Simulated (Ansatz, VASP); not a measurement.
Two plane-wave programs on Sb

INCAR

```
SYSTEM = Sb
ALGO = Normal ; EDIFF = 1E-6
EDIFFG = -0.01 ; ENCUT = 600
IBRION = 2 ; ISIF = 3
ISMEAR = -1 ; LASPH = .TRUE.
LCHARG = .FALSE. ; LREAL = .FALSE.
LWAVE = .FALSE. ; NELM = 80
NSW = 100 ; PREC = Accurate
SIGMA = 0.05
```

File KPOINTS:

```
k-points
0
G
  9 9 9
  0 0 0
```

The input POSCAR:

```
Sb
1.0
    2.1542000000      1.2437279500      3.7580000000
   -2.1542000000      1.2437279500      3.7580000000
    0.0000000000     -2.4874559000      3.7580000000
Sb
2
Direct
    0.2334900000      0.2334900000      0.2334900000
    0.7665100000      0.7665100000      0.7665100000
```

Input for Ansatz:

```yaml
crystal:
  lattice:
    - [2.1542, 1.24372795, 3.758]
    - [-2.1542, 1.24372795, 3.758]
    - [0.0, -2.4874559, 3.758]
  atoms:
    - { symbol: Sb, position: [0.23348999999999998, 0.23349, 0.23349] }
    - { symbol: Sb, position: [0.76651, 0.7665099999999999, 0.76651] }
basis:
  ecutwfc: 450.0
kpoints:
  mp_grid:
    grid: [9, 9, 9]
hamiltonian:
  xc: lda
  dispersion: none
scf:
  occupations:
    method: fermi_dirac
    width: 0.05
relax:
  max_steps: 100
  cell: {}
```

Alike in both runs: task relaxation of cell and atoms; functional LDA; k mesh 9 × 9 × 9; occupations fermi-dirac, width 0.05 eV; no spin polarisation.

|  | VASP | Ansatz |
| --- | --- | --- |
| version | VASP 6.6.1 | Ansatz 0.2.0 |
| potentials or method | VASP PAW LDA potentials, release 64 (Sb), cutoff 600 eV | plane waves, PAW |
| valence electrons in the cell | 10 | 30 |

VASP gave:

- relaxed volume (Å³/atom): 29.29
- relaxed cell length with the largest relative difference (Å): 4.421

Q: Which values does Ansatz return?

A: Relaxed volume (Å³/atom): 29.26; relaxed cell length with the largest relative difference (Å): 4.425.

LDA's correlation is that of Perdew and Zunger in VASP and of Perdew and Wang (1992) in Ansatz. VASP's potentials hold 10 valence electrons a cell and Ansatz's 30, so a difference there can come from the potentials and not from the codes.

Spin-orbit coupling is off throughout.
